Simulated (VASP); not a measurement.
GaB:

```xyz
2
Lattice="2.7362 0.0000 0.0000 0.0000 2.7362 0.0000 0.0000 0.0000 3.2576" Properties=species:S:1:pos:R:3 pbc="T T T"
Ga    1.3681    1.3681    1.6288
B     0.0000    0.0000    0.0000
```

Base run:

- Program: VASP 6.6.1
- Functional: PBE
- Potentials or basis: VASP PAW PBE potentials, release 64 (Ga_d, B)
- Cutoff: 520 eV
- k mesh: 10 × 10 × 8
- Occupations: fermi-dirac, width 0.05 eV
- Spin: no spin polarisation

Its results: band gap on the k mesh zero (band 8 reaches 10.95 eV, above the bottom of band 9 at 2.46 eV); pressure -1.8 GPa.

Question: The run is repeated on the same cell with these changes: functional from PBE to HSE06; k mesh from 10 × 10 × 8 to 5 × 5 × 4. What comes out?

Answer: Band gap on the k mesh zero (band 8 reaches 11.77 eV, above the bottom of band 9 at 3.99 eV); pressure -5.8 GPa.

Several settings changed at once, so the effect can't be laid on one alone.

Caveats: some runs use coarse meshes; the PAW data sets were made with another functional, which shifts forces and pressure a little (some runs).
